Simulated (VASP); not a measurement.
Wanted: the native input for a VASP 6.6.1 run.

* Task: electric field gradients
* Functional: r2SCAN
* Potentials or basis: VASP PAW PBE potentials, release 64 (Si, N)
* Cutoff: 520 eV
* k mesh: 4 × 4 × 8
* Occupations: fermi-dirac, width 0.02 eV
* Spin: no spin polarisation
* Dipole correction: no
* Further INCAR settings: ALGO = Normal; EDIFF = 1e-08; NBANDS = 45

Crystal: Si3N4.

```xyz
14
Lattice="7.6044 0.0000 0.0000 -3.8022 6.5856 0.0000 0.0000 0.0000 2.9063" Properties=species:S:1:pos:R:3 pbc="T T T"
Si    5.1781    1.1465    0.7266
Si    1.5961    5.0576    2.1797
Si    4.0224    3.9111    0.7266
Si   -1.3759    5.4391    2.1797
Si    2.2061    1.5280    0.7266
Si   -0.2202    2.6745    2.1797
N    -1.0264    2.1725    0.7266
N     5.2098    0.1974    2.1797
N     2.4340    4.6105    0.7266
N     4.8286    4.4131    2.1797
N    -1.4076    6.3882    0.7266
N     1.3682    1.9751    2.1797
N     3.8022    2.1952    0.7266
N     0.0000    4.3904    2.1797
```

The input as run:

POSCAR

```
Si3N4
1.0
    7.6044000000      0.0000000000      0.0000000000
   -3.8022000000      6.5856035805      0.0000000000
    0.0000000000      0.0000000000      2.9063000000
Si N
6 8
Direct
    0.7679803944      0.1740944011      0.2500000000
    0.5938859933      0.7679803944      0.7500000000
    0.8259055989      0.5938859933      0.2500000000
    0.2320196056      0.8259055989      0.7500000000
    0.4061140067      0.2320196056      0.2500000000
    0.1740944011      0.4061140067      0.7500000000
    0.0299701689      0.3298826629      0.2500000000
    0.7000875060      0.0299701689      0.7500000000
    0.6701173371      0.7000875060      0.2500000000
    0.9700298311      0.6701173371      0.7500000000
    0.2999124940      0.9700298311      0.2500000000
    0.3298826629      0.2999124940      0.7500000000
    0.6666666667      0.3333333333      0.2500000000
    0.3333333333      0.6666666667      0.7500000000
```

INCAR.step1

```
SYSTEM = Si3N4
PREC = Accurate
ENCUT = 520
ISMEAR = -1
SIGMA = 0.02
LREAL = .FALSE.
LASPH = .TRUE.
NELM = 80
NBANDS = 45
GGA = PE
ALGO = Normal
EDIFF = 1E-4
LWAVE = .TRUE.
LCHARG = .FALSE.
```

INCAR.step2

```
SYSTEM = Si3N4
PREC = Accurate
ENCUT = 520
EDIFF = 1E-8
ISMEAR = -1
SIGMA = 0.02
LREAL = .FALSE.
LASPH = .TRUE.
NELM = 80
ALGO = Normal
ISIF = 2
LWAVE = .FALSE.
LCHARG = .FALSE.
METAGGA = R2SCAN
LMIXTAU = .TRUE.
LEFG = .TRUE.
NBANDS = 45
ISTART = 1
```

KPOINTS

```
Automatic mesh
0
G
  4 4 8
  0 0 0
```

Potentials or basis: VASP PAW PBE potentials, release 64 (Si, N).

The run is started by

```sh
$ cat potpaw_PBE.64/Si/POTCAR potpaw_PBE.64/N/POTCAR > POTCAR
$ cp INCAR.step1 INCAR
$ mpirun -np 1 vasp_std > vasp.out
$ cp INCAR.step2 INCAR
$ mpirun -np 1 vasp_std > vasp.out
```

It gave:

```yaml
Pressure: -0.3 GPa
Largest_force: 0.041 eV/Å
Band_gap_on_the_k_mesh: 4.99 eV (least direct gap 5.19 eV)
Largest_electric_field_gradient_by_atom: Si +9.6; N -46.1, -46.5 (each value once) V/Å²
```

Caveat: without QUAD_EFG the Cq values of the log hold for a quadrupole moment of 1 mb, not for the nuclei; the PAW data sets were made with another functional, which shifts forces and pressure a little.

Run time: 18 min on 1 thread of Intel Xeon 8259CL (shared host), peak memory 0.36 GiB.
